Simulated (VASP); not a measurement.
# GaAs (rocksalt type) (Fm-3m) in VASP: further runs

The runs below take GaAs (rocksalt type) through single point, with r2SCAN.

All numbers are computed with VASP 6.6.1; they aren't measurements. Logs are shortened: lines on timing, memory, paths and dates and some standing lists are left out, and cuts for length are marked.

## (1) The cell of the first run

Symmetry: Fm-3m, No. 225, cubic system. The conventional cell has a = 4.777 Å, b = 4.777 Å, c = 4.777 Å, α = 90.00°, β = 90.00°, γ = 90.00°. Within 3.2 Å of Ga (site symmetry m-3m) lie 6 As at 2.39 Å. Within 3.2 Å of As (site symmetry m-3m) lie 6 Ga at 2.39 Å.

## (2) Single point, r2SCAN (volume scaled by 0.72)

Input file POSCAR:

```
GaAs
1.0
    0.0000000000      2.3886173652      2.3886173652
    2.3886173652      0.0000000000      2.3886173652
    2.3886173652      2.3886173652      0.0000000000
Ga As
1 1
Direct
    0.0000000000      0.0000000000      0.0000000000
    0.5000000000      0.5000000000      0.5000000000
```

Input file INCAR.step1:

```
PREC = Accurate ; ENCUT = 520
ISMEAR = -1 ; SIGMA = 0.1
LREAL = False ; LASPH = True
NELM = 80 ; NBANDS = 16
GGA = PE ; ALGO = Normal
EDIFF = 1E-4 ; LWAVE = True
LCHARG = False
```

Input file INCAR.step2:

```
PREC = Accurate ; ENCUT = 520
EDIFF = 1E-7 ; ISMEAR = -1
SIGMA = 0.1 ; LREAL = False
LASPH = True ; NELM = 80
ALGO = Normal ; ISIF = 2
LWAVE = False ; LCHARG = True
METAGGA = R2SCAN ; LMIXTAU = True
LELF = True ; LVHAR = True
NBANDS = 16 ; ISTART = 1
```

Input file KPOINTS:

```
Automatic mesh
0
Gamma
  15 15 15
```

Potentials or basis: VASP PAW PBE potentials, release 64 (Ga_d, As).

Run with:

```
> cat potpaw_PBE.64/Ga_d/POTCAR potpaw_PBE.64/As/POTCAR > POTCAR
> cp INCAR.step1 INCAR
> mpirun -np 1 vasp_std > vasp.out
> cp INCAR.step2 INCAR
> mpirun -np 1 vasp_std > vasp.out
```

OUTCAR:

```text
PREC = Accurate
   ENCUT = 520
   EDIFF = 1E-7
   ISMEAR = -1
   LREAL = False
   LASPH = True
   NELM = 80
   ISIF = 2
   METAGGA = R2SCAN
   ISTART = 1

 ion  position               nearest neighbor table
   1  0.000  0.000  0.000-   2 2.39   2 2.39   2 2.39   2 2.39   2 2.39   2 2.39
   2  0.500  0.500  0.500-   1 2.39   1 2.39   1 2.39   1 2.39   1 2.39   1 2.39

  LATTYP: Found a face centered cubic cell.
 ALAT       =     4.7772347304

  Lattice vectors:

 A1 = (   0.0000000000,   2.3886173652,   2.3886173652)
 A2 = (   2.3886173652,   0.0000000000,   2.3886173652)
 A3 = (   2.3886173652,   2.3886173652,   0.0000000000)

Analysis of symmetry for initial positions (statically):
=====================================================================
 Subroutine PRICEL returns:
 Original cell was already a primitive cell.

 Routine SETGRP: Setting up the symmetry group for a
 face centered cubic supercell.

 Subroutine GETGRP returns: Found 48 space group operations
 (whereof 48 operations were pure point group operations)
 out of a pool of 48 trial point group operations.

The static configuration has the point symmetry O_h .

Analysis of symmetry for dynamics (positions and initial velocities):
=====================================================================
 Subroutine PRICEL returns:
 Original cell was already a primitive cell.

 Routine SETGRP: Setting up the symmetry group for a
 face centered cubic supercell.

 Subroutine GETGRP returns: Found 48 space group operations
 (whereof 48 operations were pure point group operations)
 out of a pool of 48 trial point group operations.

The dynamic configuration has the point symmetry O_h .

 Subroutine INISYM returns: Found 48 space group operations
 (whereof 48 operations are pure point group operations),
 and found     1 'primitive' translations

----------------------------------------------------------------------------------------

                                     Primitive cell

  volume of cell :      27.2565

  direct lattice vectors                    reciprocal lattice vectors
     0.000000000  2.388617365  2.388617365    -0.209326118  0.209326118  0.209326118
     2.388617365  0.000000000  2.388617365     0.209326118 -0.209326118  0.209326118
     2.388617365  2.388617365  0.000000000     0.209326118  0.209326118 -0.209326118

  length of vectors
     3.378015073  3.378015073  3.378015073     0.362563471  0.362563471  0.362563471

  position of ions in fractional coordinates (direct lattice)
     0.000000000  0.000000000  0.000000000
     0.500000000  0.500000000  0.500000000

  ion indices of the primitive-cell ions
   primitive index   ion index
                 1           1
                 2           2

----------------------------------------------------------------------------------------

 KPOINTS: Automatic mesh

Automatic generation of k-mesh.
 Grid dimensions read from file:
 generate k-points for:   15   15   15

 Generating k-lattice:

  Cartesian coordinates                     Fractional coordinates (reciprocal lattice)
    -0.013955075  0.013955075  0.013955075     0.066666667  0.000000000  0.000000000
     0.013955075 -0.013955075  0.013955075     0.000000000  0.066666667  0.000000000
     0.013955075  0.013955075 -0.013955075     0.000000000  0.000000000  0.066666667

  Length of vectors
     0.024170898  0.024170898  0.024170898

  Shift w.r.t. Gamma in fractional coordinates (k-lattice)
     0.000000000  0.000000000  0.000000000

 Subroutine IBZKPT returns following result:
 ===========================================

 Found    120 irreducible k-points:

 Following reciprocal coordinates:
            Coordinates               Weight
  0.000000  0.000000  0.000000      1.000000
  0.066667  0.000000  0.000000      8.000000
  0.133333  0.000000  0.000000      8.000000
  0.200000  0.000000  0.000000      8.000000
  0.266667  0.000000  0.000000      8.000000
  0.333333  0.000000  0.000000      8.000000
[... 16 lines left out ...]
  0.133333  0.133333  0.000000      6.000000
  0.200000  0.133333  0.000000     24.000000
 [... further k-points ...]
   k-points           NKPTS =    120   k-points in BZ     NKDIM =    120   number of bands    NBANDS=     16
   number of dos      NEDOS =    301   number of ions     NIONS =      2
   total plane-waves  NPLWV =  21952
   dimension x,y,z NGX =    28 NGY =   28 NGZ =   28
   dimension x,y,z NGXF=    56 NGYF=   56 NGZF=   56
   ions per type =               1   1
   NGX,Y,Z   is equivalent  to a cutoff of  13.78, 13.78, 13.78 a.u.
   NGXF,Y,Z  is equivalent  to a cutoff of  27.56, 27.56, 27.56 a.u.
 SYSTEM =  unknown system
   PREC   = accura    normal or accurate (medium, high low for compatibility)
   ISTART =      1    job   : 0-new  1-cont  2-samecut
   ICHARG =      0    charge: 1-file 2-atom 10-const
   ISPIN  =      1    spin polarized calculation?
   LNONCOLLINEAR =      F non collinear calculations
   LSORBIT =      F    spin-orbit coupling
   LASPH  =      T    aspherical Exc in radial PAW
   ENCUT  =  520.0 eV  38.22 Ry    6.18 a.u.   6.28  6.28  6.28*2*pi/ulx,y,z
   NELM   =     80;   NELMIN=  2; NELMDL=  0     # of ELM steps
   EDIFF  = 0.1E-06   stopping-criterion for ELM
   LREAL  =      F    real-space projection
   EDIFFG = 0.1E-05   stopping-criterion for IOM
   NSW    =      0    number of steps for IOM
   IBRION =     -1    ionic relax: 0-MD 1-quasi-New 2-CG
   NFREE  =      0    steps in history (QN), initial steepest desc. (CG)
   ISIF   =      2    stress and relaxation
   ISYM   =      2    0-nonsym 1-usesym 2-fastsym
   POTIM  = 0.5000    time-step for ionic-motion
   TEBEG  =    0.0;   TEEND  =   0.0 temperature during run
   PSTRESS=    0.0 pullay stress
   NELECT =      18.0000    total number of electrons
   NUPDOWN=      -1.0000    fix difference up-down
   EMIN   =  10.00;   EMAX   =-10.00  energy-range for DOS
   EFERMI =   0.00;   METHOD = LEGACY
   ISMEAR =    -1;   SIGMA  =   0.10  broadening in eV -4-tet -1-fermi 0-gaus
   EFERMI_NEDOS =   21; number of points for ismear=-14 and -15
   IALGO  =     38    algorithm
   IMIX   =      4    mixing-type and parameters
     AMIX     =   0.40;   BMIX     =  1.00
     AMIX_MAG =   1.60;   BMIX_MAG =  1.00
  volume/ion in A,a.u.               =      13.63        91.97
  Fermi-wavevector in a.u.,A,eV,Ry     =   1.425637  2.694064 27.653052  2.032442
  Thomas-Fermi vector in A             =   2.546000
   LORBIT       =      0    0 simple, 1 ext, 2 COOP (PROOUT), +10 PAW based schemes
   METAGGA = R2SCAN    functional components
   LHFCALC =     F    Hartree Fock is set to
   AEXX    =    0.0000 exact exchange contribution
   IVDW    =     0    specifies the selected vdW correction
   LEPSILON=     F    determine dielectric tensor
   LRPA    =     F    only Hartree local field effects (RPA)
 non-spin polarized calculation
  energy-cutoff  :      520.00
  volume of cell :       27.26
 maximum number of plane-waves:       751
 NGX is ok and might be reduce to    28
   NGX = 13   NGY = 13   NGZ = 13

 number of electron      18.0000002 magnetization

 Free energy of the ion-electron system (eV)
  ---------------------------------------------------
  ext. energy  EPLUGINS =         0.00000000
  ---------------------------------------------------
  free energy    TOTEN  =       -24.82435903 eV

  energy without entropy =      -24.80006473  energy(sigma->0) =      -24.81221188

 E-fermi :   9.5887     XC(G=0): -13.3123

 val. band max:        9.5871636603   @ k =   0.2667   0.0667   0.0000
 cond. band min:       9.5965530453   @ k =  -0.4000   0.3333   0.0000
 fundamental gap:      0.0093893850
 Fermi energy:         9.5887062707

 k-point     1 :       0.0000    0.0000    0.0000
  band No.  band energies     occupation
      1      -7.7074      2.00000
      2      -6.5300      2.00000
      3      -6.5300      2.00000
      4      -6.4857      2.00000
      5      -6.4857      2.00000
      6      -6.4857      2.00000
[... 8 lines left out ...]
     15      19.7239      0.00000
     16      19.7239      0.00000

 k-point     2 :       0.0667    0.0000    0.0000
  band No.  band energies     occupation
      1      -7.6195      2.00000
      2      -6.5342      2.00000
      3      -6.5342      2.00000
      4      -6.4869      2.00000
      5      -6.4826      2.00000
      6      -6.4826      2.00000
[... 8 lines left out ...]
     15      18.8503      0.00000
     16      19.5560      0.00000

 k-point     3 :       0.1333    0.0000    0.0000
  band No.  band energies     occupation
      1      -7.3582      2.00000
      2      -6.5477      2.00000
      3      -6.5477      2.00000
      4      -6.4885      2.00000
      5      -6.4720      2.00000
      6      -6.4720      2.00000
[... 8 lines left out ...]
     15      18.3568      0.00000
     16      19.1416      0.00000

 k-point     4 :       0.2000    0.0000    0.0000
  band No.  band energies     occupation
      1      -6.9407      2.00000
      2      -6.5693      2.00000
      3      -6.5693      2.00000
      4      -6.4755      2.00000
      5      -6.4547      2.00000
      6      -6.4547      2.00000
[... 8 lines left out ...]
     15      19.1462      0.00000
     16      19.3041      0.00000

 k-point     5 :       0.2667    0.0000    0.0000
  band No.  band energies     occupation
      1      -6.5960      2.00000
      2      -6.5948      2.00000
      3      -6.5948      2.00000
      4      -6.4340      2.00000
      5      -6.4340      2.00000
      6      -6.2258      2.00000
[... 8 lines left out ...]
     15      20.3066      0.00000
     16      20.6847      0.00000

 k-point     6 :       0.3333    0.0000    0.0000
  band No.  band energies     occupation
      1      -6.6195      2.00000
      2      -6.6194      2.00000
      3      -6.5635      2.00000
      4      -6.4138      2.00000
      5      -6.4137      2.00000
      6      -5.5172      2.00000
[... 8 lines left out ...]
     15      21.7250      0.00000
     16      22.3938      0.00000

 k-point     7 :       0.4000    0.0000    0.0000
  band No.  band energies     occupation
      1      -6.6388      2.00000
      2      -6.6388      2.00000
      3      -6.5640      2.00000
      4      -6.3978      2.00000
      5      -6.3978      2.00000
      6      -4.6822      2.00000
[... 8 lines left out ...]
     15      23.3453      0.00000
     16      24.2239      0.00000

 k-point     8 :       0.4667    0.0000    0.0000
  band No.  band energies     occupation
      1      -6.6494      2.00000
      2      -6.6494      2.00000
      3      -6.5662      2.00000
      4      -6.3890      2.00000
      5      -6.3890      2.00000
      6      -3.9600      2.00000
[... 8 lines left out ...]
     15      25.0073      0.00000
     16      25.9701      0.00000

 k-point     9 :       0.0667    0.0667    0.0000
  band No.  band energies     occupation
      1      -7.5914      2.00000
      2      -6.5415      2.00000
      3      -6.5275      2.00000
      4      -6.4891      2.00000
      5      -6.4809      2.00000
      6      -6.4809      2.00000
[... 8 lines left out ...]
     15      19.9800      0.00000
     16      19.9801      0.00000
[... 172 lines left out ...]
 k-point    19 :      -0.2667    0.0667    0.0000
  band No.  band energies     occupation
      1      -6.6346      2.00000
      2      -6.6135      2.00000
      3      -6.5489      2.00000
      4      -6.4381      2.00000
      5      -6.4323      2.00000
      6      -5.9050      2.00000
[... 8 lines left out ...]
     15      20.1233      0.00000
     16      23.0359      0.00000

 k-point    20 :      -0.2000    0.0667    0.0000
  band No.  band energies     occupation
      1      -6.7666      2.00000
      2      -6.5899      2.00000
      3      -6.5519      2.00000
      4      -6.4760      2.00000
      5      -6.4523      2.00000
      6      -6.3733      2.00000
[... 8 lines left out ...]
     15      19.4363      0.00000
     16      21.4689      0.00000

 k-point    21 :      -0.1333    0.0667    0.0000
  band No.  band energies     occupation
      1      -7.1667      2.00000
      2      -6.5666      2.00000
      3      -6.5433      2.00000
      4      -6.4918      2.00000
      5      -6.4687      2.00000
      6      -6.4508      2.00000
[... 8 lines left out ...]
     15      19.8638      0.00000
     16      20.0711      0.00000

 k-point    22 :      -0.0667    0.0667    0.0000
  band No.  band energies     occupation
      1      -7.4750      2.00000
      2      -6.5474      2.00000
      3      -6.5342      2.00000
      4      -6.4897      2.00000
      5      -6.4788      2.00000
      6      -6.4734      2.00000
[... 8 lines left out ...]
     15      19.0182      0.00000
     16      20.0453      0.00000

 k-point    23 :       0.1333    0.1333    0.0000
  band No.  band energies     occupation
      1      -7.2722      2.00000
      2      -6.5438      2.00000
      3      -6.5205      2.00000
      4      -6.4988      2.00000
      5      -6.4669      2.00000
      6      -6.4669      2.00000
[... 8 lines left out ...]
     15      20.8293      0.00000
     16      20.8294      0.00000

 k-point    24 :       0.2000    0.1333    0.0000
  band No.  band energies     occupation
      1      -7.0399      2.00000
      2      -6.5239      2.00000
      3      -6.5072      2.00000
      4      -6.4966      2.00000
      5      -6.4523      2.00000
      6      -6.4346      2.00000
[... 8 lines left out ...]
     15      20.9269      0.00000
     16      21.1919      0.00000

 [... further k-points ...]
[... 5 lines left out ...]
  --------------------------------------------------------------------------------------
  -------------------------------------------------------------------------------------
  Total        9.8472957      9.8472957      9.8472957     -0.0000000      0.0000000      0.0000000
  in kB      578.8390332    578.8390332    578.8390332     -0.0000000      0.0000000      0.0000000
  external PRESSURE =     578.8390332 kB  Pullay stress =       0.0000000 kB

 VOLUME and BASIS-vectors are now :
 -----------------------------------------------------------------------------
  energy-cutoff  :      520.00
  volume of cell :       27.26
      direct lattice vectors                 reciprocal lattice vectors
     0.000000000  2.388617365  2.388617365    -0.209326118  0.209326118  0.209326118
     2.388617365  0.000000000  2.388617365     0.209326118 -0.209326118  0.209326118
     2.388617365  2.388617365  0.000000000     0.209326118  0.209326118 -0.209326118

 POSITION                                       TOTAL-FORCE (eV/Angst)
 -----------------------------------------------------------------------------------
      0.00000      0.00000      0.00000         0.000000      0.000000     -0.000000
      2.38862      2.38862      2.38862         0.000000      0.000000      0.000000
 -----------------------------------------------------------------------------------
    total drift:                               -0.000000     -0.000000      0.000000

  FREE ENERGIE OF THE ION-ELECTRON SYSTEM (eV)
  ---------------------------------------------------
  free  energy   TOTEN  =       -24.8243590295 eV

  energy  without entropy=      -24.8000647273  energy(sigma->0) =      -24.81221188
```

It took 2.1 min on 1 thread of Intel Xeon 6975P-C (Granite Rapids), shared host; peak memory 0.2 GiB.

What came out:

```
Free energy            : -24.8244 eV
Pressure               : 57.9 GPa
Band gap on the k mesh : zero (band 9 reaches 10.42 eV, above the bottom of band 10 at 6.44 eV)
```

Caveat: the PAW data sets were made with another functional, which shifts forces and pressure a little.

(Part 1 of 2 ends here.)
